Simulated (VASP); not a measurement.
# Si5Ge2 (C2/m) in VASP: single point with PBE

Aim: the single point of Si5Ge2 with PBE.

All numbers are computed with VASP 6.6.1; they aren't measurements. Logs are shortened: lines on timing, memory, paths and dates and some standing lists are left out, and cuts for length are marked.

## Step 1: The cell of the first run

Symmetry: C2/m, No. 12, monoclinic system. The conventional cell has a = 9.037 Å, b = 6.299 Å, c = 4.542 Å, α = 90.00°, β = 110.63°, γ = 90.00°. Within 3.3 Å of Si (site symmetry 2/m) lie 4 Si at 2.49 Å and 2 Ge at 2.65 Å. Si (site symmetry 1) has 5 Si at 2.49 to 3.24 Å and 4 Ge at 2.68 to 3.25 Å within 3.3 Å. Within 3.5 Å of Ge (site symmetry m) lie 9 Si at 2.65 to 3.25 Å and 2 Ge at 3.27 Å.

## Step 2: Single point, PBE

File INCAR:

```
ALGO     = Normal         # electronic algorithm
EDIFF    = 1E-7           # SCF threshold, eV
ENCUT    = 520            # plane-wave cutoff, eV
GGA      = PE             # functional
ISIF     = 2              # what is computed and relaxed
ISMEAR   = 0              # smearing method
LASPH    = T              # aspherical terms in the spheres
LCHARG   = F              # write CHGCAR
LREAL    = F              # projectors in reciprocal space
LWAVE    = F              # write WAVECAR
NBANDS   = 33             # bands
NELM     = 80             # most SCF steps
PREC     = Accurate       # precision mode
SIGMA    = 0.2            # smearing width, eV
```

File KPOINTS:

```
k-points
0
Gamma
  3 3 4
```

File POSCAR:

```
Si5Ge2
1.0
    5.1533793262     -3.1496627013     -0.1770944277
    5.1533793262      3.1496627013     -0.1770944277
   -2.4693563999      0.0000000000      3.8121658929
Si Ge
5 2
Direct
    0.0000000000      0.0000000000      0.0000000000
    0.8051607773      0.4061580670      0.8397588150
    0.5938419330      0.1948392227      0.1602411850
    0.1948392227      0.5938419330      0.1602411850
    0.4061580670      0.8051607773      0.8397588150
    0.3013136902      0.3013136902      0.5481184952
    0.6986863098      0.6986863098      0.4518815048
```

Potentials or basis: VASP PAW PBE potentials, release 64 (Si, Ge_d).

Run with:

```sh
$ cat potpaw_PBE.64/Si/POTCAR potpaw_PBE.64/Ge_d/POTCAR > POTCAR
$ mpirun -np 1 vasp_std > vasp.out
```

OUTCAR:

```text
EDIFF = 1E-7
   ENCUT = 520
   GGA = PE
   ISIF = 2
   ISMEAR = 0
   LASPH = T
   LREAL = F
   NELM = 80
   PREC = Accurate

 ion  position               nearest neighbor table
   1  0.000  0.000  0.000-   2 2.49   3 2.49   4 2.49   5 2.49   6 2.65   7 2.65
   2  0.805  0.406  0.840-   1 2.49   5 2.51   4 2.54   3 2.56   7 2.68   7 2.75   6 2.90
   3  0.594  0.195  0.160-   1 2.49   4 2.51   5 2.54   2 2.56   6 2.68   6 2.75   7 2.90
   4  0.195  0.594  0.160-   1 2.49   3 2.51   2 2.54   5 2.56   6 2.68   6 2.75   7 2.90
   5  0.406  0.805  0.840-   1 2.49   2 2.51   3 2.54   4 2.56   7 2.68   7 2.75   6 2.90
   6  0.301  0.301  0.548-   1 2.65   4 2.68   3 2.68   4 2.75   3 2.75   5 2.90   2 2.90
   7  0.699  0.699  0.452-   1 2.65   2 2.68   5 2.68   2 2.75   5 2.75   3 2.90   4 2.90

  Warning from LATTYP: Got some problem with cell dimensions!
  Tried to take original basis but could not verify dimensions!
  LATTYP: Found a base centered monoclinic cell.
 ALAT       =     9.0371950573
 B/A-ratio  =     0.6970443111
 C/A-ratio  =     0.5025964648
 COS(beta)  =    -0.3522594928

  Lattice vectors:

 A1 = (  -2.6840229263,   3.1496627013,  -3.6350714652)
 A2 = (  -2.6840229263,  -3.1496627013,  -3.6350714652)
 A3 = (  -2.4693563999,   0.0000000000,   3.8121658929)

Analysis of symmetry for initial positions (statically):
=====================================================================
 Subroutine PRICEL returns:
 Original cell was already a primitive cell.

 Routine SETGRP: Setting up the symmetry group for a
 base centered monoclinic supercell.

 Subroutine GETGRP returns: Found  4 space group operations
 (whereof  4 operations were pure point group operations)
 out of a pool of  4 trial point group operations.

The static configuration has the point symmetry C_2h.

Analysis of symmetry for dynamics (positions and initial velocities):
=====================================================================
 Subroutine PRICEL returns:
 Original cell was already a primitive cell.

 Routine SETGRP: Setting up the symmetry group for a
 base centered monoclinic supercell.

 Subroutine GETGRP returns: Found  4 space group operations
 (whereof  4 operations were pure point group operations)
 out of a pool of  4 trial point group operations.

The dynamic configuration has the point symmetry C_2h.

 Subroutine INISYM returns: Found  4 space group operations
 (whereof  4 operations are pure point group operations),
 and found     1 'primitive' translations

----------------------------------------------------------------------------------------

                                     Primitive cell

  volume of cell :     120.9989

  direct lattice vectors                    reciprocal lattice vectors
     5.153379326 -3.149662701 -0.177094428     0.099232630 -0.158747157  0.064278611
     5.153379326  3.149662701 -0.177094428     0.099232630  0.158747157  0.064278611
    -2.469356400  0.000000000  3.812165893     0.009219717  0.000000000  0.268290205

  length of vectors
     6.042272424  6.042272424  4.542062288     0.197938159  0.197938159  0.268448574

  position of ions in fractional coordinates (direct lattice)
     0.000000000  0.000000000  0.000000000
     0.805160777  0.406158067  0.839758815
     0.593841933  0.194839223  0.160241185
     0.194839223  0.593841933  0.160241185
     0.406158067  0.805160777  0.839758815
     0.301313690  0.301313690  0.548118495
     0.698686310  0.698686310  0.451881505

  ion indices of the primitive-cell ions
   primitive index   ion index
                 1           1
                 2           2
                 3           3
                 4           4
                 5           5
                 6           6
                 7           7

----------------------------------------------------------------------------------------

 KPOINTS: k-points

Automatic generation of k-mesh.
 Grid dimensions read from file:
 generate k-points for:    3    3    4

 Generating k-lattice:

  Cartesian coordinates                     Fractional coordinates (reciprocal lattice)
     0.033077543 -0.052915719  0.021426204     0.333333333  0.000000000  0.000000000
     0.033077543  0.052915719  0.021426204     0.000000000  0.333333333  0.000000000
     0.002304929  0.000000000  0.067072551    -0.000000000 -0.000000000  0.250000000

  Length of vectors
     0.065979386  0.065979386  0.067112144

  Shift w.r.t. Gamma in fractional coordinates (k-lattice)
     0.000000000  0.000000000  0.000000000

 Subroutine IBZKPT returns following result:
 ===========================================

 Found     14 irreducible k-points:

 Following reciprocal coordinates:
            Coordinates               Weight
  0.000000  0.000000  0.000000      1.000000
  0.333333  0.000000  0.000000      4.000000
  0.333333  0.333333  0.000000      2.000000
 -0.333333  0.333333  0.000000      2.000000
  0.000000  0.000000  0.250000      2.000000
  0.333333  0.000000  0.250000      4.000000
 -0.333333 -0.000000  0.250000      4.000000
  0.333333  0.333333  0.250000      2.000000
 -0.333333  0.333333  0.250000      4.000000
 -0.333333 -0.333333  0.250000      2.000000
  0.000000  0.000000  0.500000      1.000000
  0.333333  0.000000  0.500000      4.000000
  0.333333  0.333333  0.500000      2.000000
 -0.333333  0.333333  0.500000      2.000000
   k-points           NKPTS =     14   k-points in BZ     NKDIM =     14   number of bands    NBANDS=     33
   number of dos      NEDOS =    301   number of ions     NIONS =      7
   total plane-waves  NPLWV =  82944
   dimension x,y,z NGX =    48 NGY =   48 NGZ =   36
   dimension x,y,z NGXF=    96 NGYF=   96 NGZF=   72
   ions per type =               5   2
   NGX,Y,Z   is equivalent  to a cutoff of  13.21, 13.21, 13.18 a.u.
   NGXF,Y,Z  is equivalent  to a cutoff of  26.41, 26.41, 26.35 a.u.
 SYSTEM =  unknown system
   PREC   = accura    normal or accurate (medium, high low for compatibility)
   ISTART =      0    job   : 0-new  1-cont  2-samecut
   ICHARG =      2    charge: 1-file 2-atom 10-const
   ISPIN  =      1    spin polarized calculation?
   LNONCOLLINEAR =      F non collinear calculations
   LSORBIT =      F    spin-orbit coupling
   LASPH  =      T    aspherical Exc in radial PAW
   ENCUT  =  520.0 eV  38.22 Ry    6.18 a.u.  11.23 11.23  8.45*2*pi/ulx,y,z
   NELM   =     80;   NELMIN=  2; NELMDL= -5     # of ELM steps
   EDIFF  = 0.1E-06   stopping-criterion for ELM
   LREAL  =      F    real-space projection
   EDIFFG = 0.1E-05   stopping-criterion for IOM
   NSW    =      0    number of steps for IOM
   IBRION =     -1    ionic relax: 0-MD 1-quasi-New 2-CG
   NFREE  =      0    steps in history (QN), initial steepest desc. (CG)
   ISIF   =      2    stress and relaxation
   ISYM   =      2    0-nonsym 1-usesym 2-fastsym
   POTIM  = 0.5000    time-step for ionic-motion
   TEBEG  =    0.0;   TEEND  =   0.0 temperature during run
   PSTRESS=    0.0 pullay stress
   NELECT =      48.0000    total number of electrons
   NUPDOWN=      -1.0000    fix difference up-down
   EMIN   =  10.00;   EMAX   =-10.00  energy-range for DOS
   EFERMI =   0.00;   METHOD = LEGACY
   ISMEAR =     0;   SIGMA  =   0.20  broadening in eV -4-tet -1-fermi 0-gaus
   EFERMI_NEDOS =   21; number of points for ismear=-14 and -15
   IALGO  =     38    algorithm
   IMIX   =      4    mixing-type and parameters
     AMIX     =   0.40;   BMIX     =  1.00
     AMIX_MAG =   1.60;   BMIX_MAG =  1.00
  volume/ion in A,a.u.               =      17.29       116.65
  Fermi-wavevector in a.u.,A,eV,Ry     =   1.202896  2.273144 19.687074  1.446959
  Thomas-Fermi vector in A             =   2.338665
   LORBIT       =      0    0 simple, 1 ext, 2 COOP (PROOUT), +10 PAW based schemes
   GGA     = PE    functional components
   LHFCALC =     F    Hartree Fock is set to
   AEXX    =    0.0000 exact exchange contribution
   IVDW    =     0    specifies the selected vdW correction
   LEPSILON=     F    determine dielectric tensor
   LRPA    =     F    only Hartree local field effects (RPA)
 non-spin polarized calculation
 Gauss-broadening in eV      SIGMA  =   0.20
  energy-cutoff  :      520.00
  volume of cell :      121.00
 maximum number of plane-waves:      3272
 NGX is ok and might be reduce to    48
   NGX = 23   NGY = 23   NGZ = 17

 number of electron      47.9999994 magnetization

 Free energy of the ion-electron system (eV)
  ---------------------------------------------------
  ext. energy  EPLUGINS =         0.00000000
  ---------------------------------------------------
  free energy    TOTEN  =       -33.62272568 eV

  energy without entropy =      -33.57988420  energy(sigma->0) =      -33.60130494

 E-fermi :   7.5867     XC(G=0): -10.7087

 val. band max:        7.4896434258   @ k =   0.3333   0.0000   0.2500
 cond. band min:       7.7389460314   @ k =   0.3333   0.0000   0.0000
 fundamental gap:      0.2493026056
 Fermi energy:         7.5867213038

 k-point     1 :       0.0000    0.0000    0.0000
  band No.  band energies     occupation
      1     -17.0024      2.00000
      2     -17.0018      2.00000
      3     -16.9906      2.00000
      4     -16.9811      2.00000
      5     -16.9636      2.00000
      6     -16.9627      2.00000
[... 25 lines left out ...]
     32      13.8278      0.00000
     33      14.0716      0.00000

 k-point     2 :       0.3333    0.0000    0.0000
  band No.  band energies     occupation
      1     -17.0019      2.00000
      2     -16.9951      2.00000
      3     -16.9945      2.00000
      4     -16.9848      2.00000
      5     -16.9664      2.00000
      6     -16.9642      2.00000
[... 25 lines left out ...]
     32      12.2530      0.00000
     33      12.6048      0.00000
[... 394 lines left out ...]
     32      12.5612      0.00000
     33      12.9607      0.00000

 k-point    14 :      -0.3333    0.3333    0.5000
  band No.  band energies     occupation
      1     -17.0016      2.00000
      2     -16.9959      2.00000
      3     -16.9936      2.00000
      4     -16.9836      2.00000
      5     -16.9658      2.00000
      6     -16.9644      2.00000
[... 25 lines left out ...]
     32      12.4787      0.00000
     33      12.6770      0.00000

------------------------ aborting loop because EDIFF is reached ----------------------------------------

  FORCE on cell =-STRESS in cart. coord.  units (eV):
  Direction    XX          YY          ZZ          XY          YZ          ZX
  --------------------------------------------------------------------------------------
  -------------------------------------------------------------------------------------
  Total        0.1091222     -0.0887515     -0.0292025      0.0000000      0.0000000      0.0527550
  in kB        1.4449152     -1.1751813     -0.3866772      0.0000000      0.0000000      0.6985420
  external PRESSURE =      -0.0389811 kB  Pullay stress =       0.0000000 kB

 VOLUME and BASIS-vectors are now :
 -----------------------------------------------------------------------------
  energy-cutoff  :      520.00
  volume of cell :      121.00
      direct lattice vectors                 reciprocal lattice vectors
     5.153379326 -3.149662701 -0.177094428     0.099232630 -0.158747157  0.064278611
     5.153379326  3.149662701 -0.177094428     0.099232630  0.158747157  0.064278611
    -2.469356400  0.000000000  3.812165893     0.009219717  0.000000000  0.268290205

 POSITION                                       TOTAL-FORCE (eV/Angst)
 -----------------------------------------------------------------------------------
      0.00000      0.00000      0.00000         0.000000      0.000000      0.000000
      4.16872     -1.25672      2.98678        -0.003157      0.013176     -0.013279
      3.66868     -1.25672      0.47119         0.003157      0.013176      0.013279
      3.66868      1.25672      0.47119         0.003157     -0.013176      0.013279
      4.16872      1.25672      2.98678        -0.003157     -0.013176     -0.013279
      1.75207      0.00000      1.98280        -0.003285      0.000000      0.004524
      6.08533      0.00000      1.47518         0.003285      0.000000     -0.004524
 -----------------------------------------------------------------------------------
    total drift:                                0.000000     -0.000000     -0.000000

  FREE ENERGIE OF THE ION-ELECTRON SYSTEM (eV)
  ---------------------------------------------------
  free  energy   TOTEN  =       -33.6227256770 eV

  energy  without entropy=      -33.5798842032  energy(sigma->0) =      -33.60130494
```

Run time: 43 s. Hardware: 1 thread of Intel Xeon 6975P-C (Granite Rapids), shared host; peak memory 0.27 GiB.

Results:

```yaml
Free_energy: -33.6227 eV
Pressure: 0.0 GPa
Largest_force: 0.019 eV/Å
Band_gap_on_the_k_mesh: zero (band 24 reaches 9.51 eV, above the bottom of band 25 at 7.14 eV)
```

Forces in eV/Å, atoms in the order of the input:
```
Si   0.000  0.000  0.000
Si  -0.003  0.013 -0.013
Si   0.003  0.013  0.013
Si   0.003 -0.013  0.013
Si  -0.003 -0.013 -0.013
Ge  -0.003  0.000  0.005
Ge   0.003  0.000 -0.005
```

Stress tensor (GPa, compression positive):
```
 0.14  0.00  0.07
 0.00 -0.12  0.00
 0.07  0.00 -0.04
```

Caveat: the k points lie up to 0.42 Å⁻¹ apart.
